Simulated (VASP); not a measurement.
# BiTe (Fm-3m) in VASP: a series of runs

BiTe is run at these levels: PBE, PBEsol; tasks: single point.

All numbers are computed with VASP 6.6.1; they aren't measurements. Logs are shortened: lines on timing, memory, paths and dates and some standing lists are left out, and cuts for length are marked.

### Step 1. The cell of the first run

Symmetry: Fm-3m, No. 225, cubic system. Conventional cell: a = 6.470 Å, b = 6.470 Å, c = 6.470 Å, α = 90.00°, β = 90.00°, γ = 90.00°. Within 4.3 Å of Bi (site symmetry m-3m) lie 6 Te at 3.23 Å. Within 4.3 Å of Te (site symmetry m-3m) lie 6 Bi at 3.23 Å.

### Step 2. Single point, PBE

The input, INCAR:

```
  PREC = Accurate
  ENCUT = 500
  EDIFF = 1E-6
  ISMEAR = 0
  SIGMA = 0.1
  LREAL = False
  LASPH = True
  NELM = 120
  ALGO = Normal
  ISIF = 2
  LWAVE = False
  LCHARG = True
  GGA = PE
  LELF = True
  LVHAR = True
  NBANDS = 18
  GGA_COMPAT = False
```

The input, KPOINTS:

```
Automatic mesh
0
Gamma
  4 4 4
```

The input, POSCAR:

```
BiTe
1.0
    0.0000000000      3.2350000000      3.2350000000
    3.2350000000      0.0000000000      3.2350000000
    3.2350000000      3.2350000000      0.0000000000
Bi Te
1 1
Direct
    0.0000000000      0.0000000000      0.0000000000
    0.5000000000      0.5000000000      0.5000000000
```

Potentials or basis: VASP PAW PBE potentials, release 64 (Bi_d, Te).

On the command line:

```
$ cat potpaw_PBE.64/Bi_d/POTCAR potpaw_PBE.64/Te/POTCAR > POTCAR
$ mpirun -np 1 vasp_std > vasp.out
```

OUTCAR:

```text
PREC = Accurate
   ENCUT = 500
   EDIFF = 1E-6
   ISMEAR = 0
   LREAL = False
   LASPH = True
   NELM = 120
   ISIF = 2
   GGA = PE

 ion  position               nearest neighbor table
   1  0.000  0.000  0.000-   2 3.23   2 3.23   2 3.23   2 3.23   2 3.23   2 3.23
   2  0.500  0.500  0.500-   1 3.23   1 3.23   1 3.23   1 3.23   1 3.23   1 3.23

  LATTYP: Found a face centered cubic cell.
 ALAT       =     6.4700000000

  Lattice vectors:

 A1 = (   0.0000000000,   3.2350000000,   3.2350000000)
 A2 = (   3.2350000000,   0.0000000000,   3.2350000000)
 A3 = (   3.2350000000,   3.2350000000,   0.0000000000)

Analysis of symmetry for initial positions (statically):
=====================================================================
 Subroutine PRICEL returns:
 Original cell was already a primitive cell.

 Routine SETGRP: Setting up the symmetry group for a
 face centered cubic supercell.

 Subroutine GETGRP returns: Found 48 space group operations
 (whereof 48 operations were pure point group operations)
 out of a pool of 48 trial point group operations.

The static configuration has the point symmetry O_h .

Analysis of symmetry for dynamics (positions and initial velocities):
=====================================================================
 Subroutine PRICEL returns:
 Original cell was already a primitive cell.

 Routine SETGRP: Setting up the symmetry group for a
 face centered cubic supercell.

 Subroutine GETGRP returns: Found 48 space group operations
 (whereof 48 operations were pure point group operations)
 out of a pool of 48 trial point group operations.

The dynamic configuration has the point symmetry O_h .

 Subroutine INISYM returns: Found 48 space group operations
 (whereof 48 operations are pure point group operations),
 and found     1 'primitive' translations

----------------------------------------------------------------------------------------

                                     Primitive cell

  volume of cell :      67.7100

  direct lattice vectors                    reciprocal lattice vectors
     0.000000000  3.235000000  3.235000000    -0.154559505  0.154559505  0.154559505
     3.235000000  0.000000000  3.235000000     0.154559505 -0.154559505  0.154559505
     3.235000000  3.235000000  0.000000000     0.154559505  0.154559505 -0.154559505

[... 61 lines left out ...]
   LNONCOLLINEAR =      F non collinear calculations
   LSORBIT =      F    spin-orbit coupling
   LASPH  =      T    aspherical Exc in radial PAW
   ENCUT  =  500.0 eV  36.75 Ry    6.06 a.u.   8.34  8.34  8.34*2*pi/ulx,y,z
   NELM   =    120;   NELMIN=  2; NELMDL= -5     # of ELM steps
   EDIFF  = 0.1E-05   stopping-criterion for ELM
   LREAL  =      F    real-space projection
   EDIFFG = 0.1E-04   stopping-criterion for IOM
   NSW    =      0    number of steps for IOM
   IBRION =     -1    ionic relax: 0-MD 1-quasi-New 2-CG
   NFREE  =      0    steps in history (QN), initial steepest desc. (CG)
   ISIF   =      2    stress and relaxation
   ISYM   =      2    0-nonsym 1-usesym 2-fastsym
   POTIM  = 0.5000    time-step for ionic-motion
   TEBEG  =    0.0;   TEEND  =   0.0 temperature during run
   PSTRESS=    0.0 pullay stress
   NELECT =      21.0000    total number of electrons
   NUPDOWN=      -1.0000    fix difference up-down
   EMIN   =  10.00;   EMAX   =-10.00  energy-range for DOS
   EFERMI =   0.00;   METHOD = LEGACY
   ISMEAR =     0;   SIGMA  =   0.10  broadening in eV -4-tet -1-fermi 0-gaus
   EFERMI_NEDOS =   21; number of points for ismear=-14 and -15
   IALGO  =     38    algorithm
   IMIX   =      4    mixing-type and parameters
     AMIX     =   0.40;   BMIX     =  1.00
     AMIX_MAG =   1.60;   BMIX_MAG =  1.00
  volume/ion in A,a.u.               =      33.86       228.46
  Fermi-wavevector in a.u.,A,eV,Ry     =   1.108146  2.094092 16.707785  1.227988
  Thomas-Fermi vector in A             =   2.244669
   LORBIT       =      0    0 simple, 1 ext, 2 COOP (PROOUT), +10 PAW based schemes
   GGA     = PE    functional components
   LHFCALC =     F    Hartree Fock is set to
   AEXX    =    0.0000 exact exchange contribution
   IVDW    =     0    specifies the selected vdW correction
   LEPSILON=     F    determine dielectric tensor
   LRPA    =     F    only Hartree local field effects (RPA)
 non-spin polarized calculation
 Gauss-broadening in eV      SIGMA  =   0.10
  energy-cutoff  :      500.00
  volume of cell :       67.71
 maximum number of plane-waves:      1759
 NGX is ok and might be reduce to    36
   NGX = 17   NGY = 17   NGZ = 17

 number of electron      21.0000001 magnetization

 Free energy of the ion-electron system (eV)
  ---------------------------------------------------
  ext. energy  EPLUGINS =         0.00000000
  ---------------------------------------------------
  free energy    TOTEN  =        -7.20573528 eV

  energy without entropy =       -7.18805903  energy(sigma->0) =       -7.19689716

 E-fermi :   6.6310     XC(G=0):  -9.4242

 val. band max:        6.5732637054   @ k =  -0.2500   0.2500   0.0000
 cond. band min:       6.6536002631   @ k =  -0.2500   0.2500   0.0000
 fundamental gap:      0.0803365578
 Fermi energy:         6.6309595789

 k-point     1 :       0.0000    0.0000    0.0000
  band No.  band energies     occupation
      1     -16.4713      2.00000
      2     -16.4713      2.00000
      3     -16.4702      2.00000
      4     -16.4702      2.00000
      5     -16.4702      2.00000
      6      -6.8625      2.00000
[... 145 lines left out ...]
      5     -16.4597      2.00000
      6      -4.5635      2.00000
[... 10 lines left out ...]
     17      16.4153      0.00000
     18      17.3846      0.00000

------------------------ aborting loop because EDIFF is reached ----------------------------------------

  FORCE on cell =-STRESS in cart. coord.  units (eV):
  Direction    XX          YY          ZZ          XY          YZ          ZX
  --------------------------------------------------------------------------------------
  -------------------------------------------------------------------------------------
  Total        0.2546619      0.2546619      0.2546619     -0.0000000     -0.0000000      0.0000000
  in kB        6.0258979      6.0258979      6.0258979     -0.0000000     -0.0000000      0.0000000
  external PRESSURE =       6.0258979 kB  Pullay stress =       0.0000000 kB

 VOLUME and BASIS-vectors are now :
 -----------------------------------------------------------------------------
  energy-cutoff  :      500.00
  volume of cell :       67.71
      direct lattice vectors                 reciprocal lattice vectors
     0.000000000  3.235000000  3.235000000    -0.154559505  0.154559505  0.154559505
     3.235000000  0.000000000  3.235000000     0.154559505 -0.154559505  0.154559505
     3.235000000  3.235000000  0.000000000     0.154559505  0.154559505 -0.154559505

 POSITION                                       TOTAL-FORCE (eV/Angst)
 -----------------------------------------------------------------------------------
      0.00000      0.00000      0.00000         0.000000      0.000000      0.000000
      3.23500      3.23500      3.23500        -0.000000      0.000000     -0.000000
 -----------------------------------------------------------------------------------
    total drift:                               -0.000000      0.000000      0.000000

  FREE ENERGIE OF THE ION-ELECTRON SYSTEM (eV)
  ---------------------------------------------------
  free  energy   TOTEN  =        -7.2057352820 eV

  energy  without entropy=       -7.1880590309  energy(sigma->0) =       -7.19689716
```

stdout:

```text
POSCAR found type information on POSCAR BiTe
 POSCAR found :  2 types and       2 ions
 scaLAPACK will be used
 LDA part: xc-table for (Slater+PW92), standard interpolation
 POSCAR, INCAR and KPOINTS ok, starting setup
 FFT: planning ... GRIDC
 FFT: planning ... GRID_SOFT
 FFT: planning ... GRID
 WAVECAR not read
 entering main loop
```

Wall time 6.9 s (1 thread of AMD EPYC 9R45 (Zen 5), shared host); peak memory 0.17 GiB.

What came out:

| Quantity | Value |
| --- | --- |
| Free energy | -7.2057 eV |
| Pressure | 0.6 GPa |

Caveat: the k points lie up to 0.42 Å⁻¹ apart; spin-orbit coupling is left out, which moves the levels of the heavy elements.

### Step 3. Single point, PBEsol

The input, INCAR:

```
ALGO = Normal
EDIFF = 1E-6
ENCUT = 500
GGA = PS
GGA_COMPAT = False
ISIF = 2
ISMEAR = 0
LASPH = True
LCHARG = True
LELF = True
LREAL = False
LVHAR = True
LWAVE = False
NBANDS = 18
NELM = 120
PREC = Accurate
SIGMA = 0.1
```

The input, KPOINTS:

```
k-points
0
Gamma
  4 4 4
```

POSCAR is that of step 2.

Potentials or basis: VASP PAW PBE potentials, release 64 (Bi_d, Te).

On the command line:

```
$ cat potpaw_PBE.64/Bi_d/POTCAR potpaw_PBE.64/Te/POTCAR > POTCAR
$ mpirun -np 1 vasp_std > vasp.out
```

It took 6.6 s on 1 thread of AMD EPYC 9R45 (Zen 5), shared host; peak memory 0.17 GiB.

The run converged. Its results:

* Free energy: -8.0049 eV
* Pressure: -1.8 GPa

Levels at points of the mesh, in eV from the Fermi level:
```tsv
k point	band 7	band 8	band 9	band 10	band 11	band 12	band 13	band 14
(0.00, 0.00, 0.00)	-8.10	-2.49	-2.49	-2.49	2.19	2.19	2.19	4.67
(0.50, 0.00, 0.00)	-11.22	-1.87	-1.87	-1.57	-0.82	-0.59	-0.59	7.28
(0.50, 0.50, 0.00)	-9.92	-5.64	-3.98	-3.98	2.21	3.63	3.63	4.99
```

Caveat: the k points lie up to 0.42 Å⁻¹ apart; the PAW data sets were made with another functional, which shifts forces and pressure a little; spin-orbit coupling is left out, which moves the levels of the heavy elements.

### Step 4. Single point, PBE

The input, INCAR:

```
SYSTEM = BiTe
PREC     = Accurate       ! precision mode
ENCUT    = 500            ! plane-wave cutoff, eV
EDIFF    = 1E-6           ! SCF threshold, eV
ISMEAR   = -5             ! smearing method
SIGMA    = 0.1            ! smearing width, eV
LREAL    = .False.        ! projectors in reciprocal space
LASPH    = .True.         ! aspherical terms in the spheres
NELM     = 120            ! most SCF steps
ALGO     = Normal         ! electronic algorithm
ISIF     = 2              ! what is computed and relaxed
LWAVE    = .False.        ! write WAVECAR
LCHARG   = .False.        ! write CHGCAR
GGA      = PE             ! functional
NBANDS   = 18             ! bands
GGA_COMPAT= .False.
```

The input, KPOINTS:

```
regular mesh
0
Gamma
  4 4 4
  0 0 0
```

POSCAR is that of step 3.

On the command line:

```
$ cat potpaw_PBE.64/Bi_d/POTCAR potpaw_PBE.64/Te/POTCAR > POTCAR
$ mpirun -np 1 vasp_std > vasp.out
```

Run time: 7.4 s. Hardware: 1 thread of AMD EPYC 9R45 (Zen 5), shared host; peak memory 0.17 GiB.

It converged, with:

* Free energy: -7.3276 eV
* Pressure: 0.5 GPa

Levels at points of the mesh, in eV from the Fermi level:
| k point | band 8 | band 9 | band 10 | band 11 | band 12 | band 13 |
| --- | --- | --- | --- | --- | --- | --- |
| (0.00, 0.00, 0.00) | -3.08 | -3.08 | -3.08 | 1.61 | 1.61 | 1.61 |
| (0.50, 0.00, 0.00) | -2.45 | -2.45 | -2.14 | -1.36 | -1.16 | -1.16 |
| (0.50, 0.50, 0.00) | -6.20 | -4.55 | -4.55 | 1.70 | 3.05 | 3.05 |

Caveat: the k points lie up to 0.42 Å⁻¹ apart; spin-orbit coupling is left out, which moves the levels of the heavy elements; tetrahedron occupations give inexact forces and stress in metals.

### Step 5. Single point, PBE

Changes to INCAR since step 4:

```diff
@@ -4,3 +4,3 @@
 EDIFF    = 1E-6           ! SCF threshold, eV
-ISMEAR   = -5             ! smearing method
+ISMEAR   = 0              ! smearing method
 SIGMA    = 0.1            ! smearing width, eV
@@ -15,2 +15,3 @@
 NBANDS   = 18             ! bands
+NELECT   = 19.0         
 GGA_COMPAT= .False.
```

The input, KPOINTS:

```
Automatic mesh
0
Gamma
  4 4 4
  0 0 0
```

POSCAR is that of step 4.

Potentials or basis: VASP PAW PBE potentials, release 64 (Bi_d, Te).

On the command line:

```
$ cat potpaw_PBE.64/Bi_d/POTCAR potpaw_PBE.64/Te/POTCAR > POTCAR
$ mpirun -np 1 vasp_std > vasp.out
```

OUTCAR:

```text
SYSTEM = BiTe
   PREC = Accurate
   ENCUT = 500
   EDIFF = 1E-6
   ISMEAR = 0
   LREAL = .False.
   LASPH = .True.
   NELM = 120
   ISIF = 2
   GGA = PE
   NELECT = 19.0

 ion  position               nearest neighbor table
   1  0.000  0.000  0.000-   2 3.23   2 3.23   2 3.23   2 3.23   2 3.23   2 3.23
   2  0.500  0.500  0.500-   1 3.23   1 3.23   1 3.23   1 3.23   1 3.23   1 3.23

  LATTYP: Found a face centered cubic cell.
 ALAT       =     6.4700000000

  Lattice vectors:

 A1 = (   0.0000000000,   3.2350000000,   3.2350000000)
 A2 = (   3.2350000000,   0.0000000000,   3.2350000000)
 A3 = (   3.2350000000,   3.2350000000,   0.0000000000)

Analysis of symmetry for initial positions (statically):
=====================================================================
 Subroutine PRICEL returns:
 Original cell was already a primitive cell.

 Routine SETGRP: Setting up the symmetry group for a
 face centered cubic supercell.

 Subroutine GETGRP returns: Found 48 space group operations
 (whereof 48 operations were pure point group operations)
 out of a pool of 48 trial point group operations.

The static configuration has the point symmetry O_h .

Analysis of symmetry for dynamics (positions and initial velocities):
=====================================================================
 Subroutine PRICEL returns:
 Original cell was already a primitive cell.

 Routine SETGRP: Setting up the symmetry group for a
 face centered cubic supercell.

 Subroutine GETGRP returns: Found 48 space group operations
 (whereof 48 operations were pure point group operations)
 out of a pool of 48 trial point group operations.

The dynamic configuration has the point symmetry O_h .

 Subroutine INISYM returns: Found 48 space group operations
 (whereof 48 operations are pure point group operations),
[... 93 lines left out ...]
   EFERMI =   0.00;   METHOD = LEGACY
   ISMEAR =     0;   SIGMA  =   0.10  broadening in eV -4-tet -1-fermi 0-gaus
   EFERMI_NEDOS =   21; number of points for ismear=-14 and -15
   IALGO  =     38    algorithm
   IMIX   =      4    mixing-type and parameters
     AMIX     =   0.40;   BMIX     =  1.00
     AMIX_MAG =   1.60;   BMIX_MAG =  1.00
  volume/ion in A,a.u.               =      33.86       228.46
  Fermi-wavevector in a.u.,A,eV,Ry     =   1.071787  2.025383 15.629380  1.148727
  Thomas-Fermi vector in A             =   2.207538
   LORBIT       =      0    0 simple, 1 ext, 2 COOP (PROOUT), +10 PAW based schemes
   GGA     = PE    functional components
   LHFCALC =     F    Hartree Fock is set to
   AEXX    =    0.0000 exact exchange contribution
   IVDW    =     0    specifies the selected vdW correction
   LEPSILON=     F    determine dielectric tensor
   LRPA    =     F    only Hartree local field effects (RPA)
 non-spin polarized calculation
 Gauss-broadening in eV      SIGMA  =   0.10
  energy-cutoff  :      500.00
  volume of cell :       67.71
 maximum number of plane-waves:      1759
 NGX is ok and might be reduce to    36
   NGX = 17   NGY = 17   NGZ = 17

 number of electron      19.0000001 magnetization

 Free energy of the ion-electron system (eV)
  ---------------------------------------------------
  ext. energy  EPLUGINS =         0.00000000
  ---------------------------------------------------
  free energy    TOTEN  =       -18.53189911 eV

  energy without entropy =      -18.51564425  energy(sigma->0) =      -18.52377168

 E-fermi :   4.7615     XC(G=0):  -8.7415

 val. band max:        4.7133300973   @ k =   0.2500   0.0000   0.0000
 cond. band min:       4.8549572828   @ k =  -0.2500   0.2500   0.0000
 fundamental gap:      0.1416271855
 Fermi energy:         4.7614577107

 k-point     1 :       0.0000    0.0000    0.0000
  band No.  band energies     occupation
      1     -16.9525      2.00000
      2     -16.9525      2.00000
      3     -16.9380      2.00000
      4     -16.9380      2.00000
      5     -16.9380      2.00000
      6      -6.7707      2.00000
[... 145 lines left out ...]
      5     -16.9291      2.00000
      6      -4.6111      2.00000
[... 10 lines left out ...]
     17      16.7897      0.00000
     18      17.8449      0.00000

------------------------ aborting loop because EDIFF is reached ----------------------------------------

  FORCE on cell =-STRESS in cart. coord.  units (eV):
  Direction    XX          YY          ZZ          XY          YZ          ZX
  --------------------------------------------------------------------------------------
  -------------------------------------------------------------------------------------
  Total      -22.6537669    -22.6537669    -22.6537669      0.0000000      0.0000000     -0.0000000
  in kB     -536.0411864   -536.0411864   -536.0411864      0.0000000      0.0000000     -0.0000000
  external PRESSURE =    -536.0411864 kB  Pullay stress =       0.0000000 kB

 VOLUME and BASIS-vectors are now :
 -----------------------------------------------------------------------------
  energy-cutoff  :      500.00
  volume of cell :       67.71
      direct lattice vectors                 reciprocal lattice vectors
     0.000000000  3.235000000  3.235000000    -0.154559505  0.154559505  0.154559505
     3.235000000  0.000000000  3.235000000     0.154559505 -0.154559505  0.154559505
     3.235000000  3.235000000  0.000000000     0.154559505  0.154559505 -0.154559505

 POSITION                                       TOTAL-FORCE (eV/Angst)
 -----------------------------------------------------------------------------------
      0.00000      0.00000      0.00000         0.000000      0.000000     -0.000000
      3.23500      3.23500      3.23500        -0.000000      0.000000      0.000000
 -----------------------------------------------------------------------------------
    total drift:                               -0.000000      0.000000      0.000000

  FREE ENERGIE OF THE ION-ELECTRON SYSTEM (eV)
  ---------------------------------------------------
  free  energy   TOTEN  =       -18.5318991079 eV

  energy  without entropy=      -18.5156442460  energy(sigma->0) =      -18.52377168
```

It took 7.5 s on 1 thread of AMD EPYC 9R45 (Zen 5), shared host; peak memory 0.17 GiB.

Results:

```yaml
Free_energy: -18.5319 eV
```

Caveat: the k points lie up to 0.42 Å⁻¹ apart; the cell carries a net charge on a neutralising background, which shifts energy and pressure; the cell is charged against a uniform background, so pressure and absolute levels hang on convention; spin-orbit coupling is left out, which moves the levels of the heavy elements.

### Step 6. Single point, PBE

The input, INCAR:

```
PREC = Accurate
ENCUT = 500
EDIFF = 1E-6
ISMEAR = 1
SIGMA = 0.0055
LREAL = False
LASPH = True
NELM = 120
ALGO = Normal
ISIF = 2
LWAVE = False
LCHARG = False
GGA = PE
NBANDS = 18
GGA_COMPAT = False
```

The input, KPOINTS:

```
Automatic mesh
0
Gamma
  4 4 4
```

POSCAR is that of step 5.

Potentials or basis: VASP PAW PBE potentials, release 64 (Bi_d, Te).

On the command line:

```
$ cat potpaw_PBE.64/Bi_d/POTCAR potpaw_PBE.64/Te/POTCAR > POTCAR
$ mpirun -np 1 vasp_std > vasp.out
```

Wall time 6.2 s (1 thread of AMD EPYC 9R45 (Zen 5), shared host); peak memory 0.17 GiB.

It converged, with:

```yaml
Free_energy: -7.1944 eV
Pressure: 0.3 GPa
```

Levels at points of the mesh, in eV from the Fermi level:
```csv
k point,band 6,band 7,band 8,band 9,band 10,band 11,band 12,band 13,band 14,band 15
"(0.00, 0.00, 0.00)",-13.52,-8.12,-2.54,-2.54,-2.54,2.17,2.17,2.17,4.67,4.67
"(0.50, 0.00, 0.00)",-11.58,-11.22,-1.92,-1.92,-1.59,-0.80,-0.61,-0.61,7.34,7.79
"(0.50, 0.50, 0.00)",-11.76,-9.94,-5.65,-4.01,-4.01,2.26,3.60,3.60,4.97,8.67
```

Caveat: the k points lie up to 0.42 Å⁻¹ apart; spin-orbit coupling is left out, which moves the levels of the heavy elements.

### Step 7. Overview

```tsv
level	smearing	gap on the mesh (eV)	pressure (GPa)
PBE	gaussian 0.1 eV	none	0.6
PBEsol	gaussian 0.1 eV	none	-1.8
PBE	tetrahedron	none	0.5
PBE	methfessel-paxton 0.0055 eV	none	0.3
```

Alike in all rows: task single point; potentials or basis VASP PAW PBE potentials, release 64 (Bi_d, Te); no spin polarisation; cell as given; k mesh 4 × 4 × 4; cutoff (eV) 500.

Caveats: all runs use coarse meshes; spin-orbit coupling is left out, which moves the levels of the heavy elements; the PAW data sets were made with another functional, which shifts forces and pressure a little (some runs); tetrahedron occupations give inexact forces and stress in metals (some runs).

Total energies depend on the potentials used, so only differences within one code and one set of settings carry meaning.
